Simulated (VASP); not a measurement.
Input of a VASP 6.6.1 run:

File INCAR:

```
SYSTEM = As
PREC = Accurate ; ENCUT = 400
EDIFF = 1E-6 ; ISMEAR = 0
SIGMA = 0.02 ; LREAL = .False.
LASPH = .True. ; NELM = 120
ALGO = Normal ; ISIF = 2
LWAVE = .False. ; LCHARG = .False.
LDIPOL = .True. ; IDIPOL = 3
DIPOL = 0.5 0.5 0.500 ; GGA = PE
NBANDS = 22 ; GGA_COMPAT = .False.
NELMDL = -8
```

Contents of KPOINTS:

```
Automatic mesh
0
Gamma
  9 9 1
  0 0 0
```

File POSCAR:

```
As
1.0
    3.4970000000      0.0000000000      0.0000000000
   -1.7485000000      3.0284908370      0.0000000000
    0.0000000000      0.0000000000     28.0000000000
As
2
Direct
    0.3333333333      0.6666666667      0.5000000000
    0.6666666667      0.3333333333      0.5000000000
```

Potentials or basis: VASP PAW PBE potentials, release 64 (As_d).

Launch:

```console
$ cat potpaw_PBE.64/As_d/POTCAR > POTCAR
$ mpirun -np 1 vasp_std > vasp.out
```

(1) Predict the band gap on the k mesh.

Results:

(1) zero (bands 15 and 16 overlap by 1.56 eV).
